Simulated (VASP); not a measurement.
Here is a VASP 6.6.1 calculation.

Contents of INCAR:

```
SYSTEM = BN
  PREC = Accurate
  ENCUT = 520
  EDIFF = 1E-6
  ISMEAR = 1
  SIGMA = 0.1
  LREAL = .False.
  LASPH = .True.
  NELM = 120
  ALGO = Normal
  ISIF = 2
  LWAVE = .False.
  LCHARG = .False.
  GGA = PE
  NBANDS = 26
  GGA_COMPAT = .False.
```

Contents of KPOINTS:

```
regular mesh
0
Gamma
  3 3 1
  0 0 0
```

File POSCAR:

```
BN
1.0
    4.9846300000      0.0000000000      0.0000000000
   -1.2461580000      2.1584080000      0.0000000000
    0.0000000000      0.0000000000      6.6199620000
B N
4 4
Direct
    0.1647089891      0.6851999251      0.2545505548
    0.3395132670      0.2706944192      0.7659039433
    0.6591170145      0.6770693956      0.2428989774
    0.8358860874      0.3462802213      0.7578679455
    0.1672890536      0.5934600872      0.7828206567
    0.3340535708      0.3514557952      0.2454245206
    0.6670895968      0.6557963091      0.7341554226
    0.8293620490      0.3472031238      0.2462804167
```

Potentials or basis: VASP PAW PBE potentials, release 64 (B, N).

Run with:

```console
$ cat potpaw_PBE.64/B/POTCAR potpaw_PBE.64/N/POTCAR > POTCAR
$ mpirun -np 1 vasp_std > vasp.out
```

(1) Predict the band gap on the k mesh.

(2) What does it give for the pressure?

(3) Estimate the largest force.

Results:

(1) 4.20 eV (least direct gap 4.58 eV).

(2) 6.3 GPa.

(3) 3.030 eV/Å.

Caveat: the k points lie up to 0.95 Å⁻¹ apart; an odd mesh through Γ misses points on the zone boundary, where band edges can lie; forces of over 1 eV/Å act on the atoms, so gaps and moduli don't describe the material at rest.
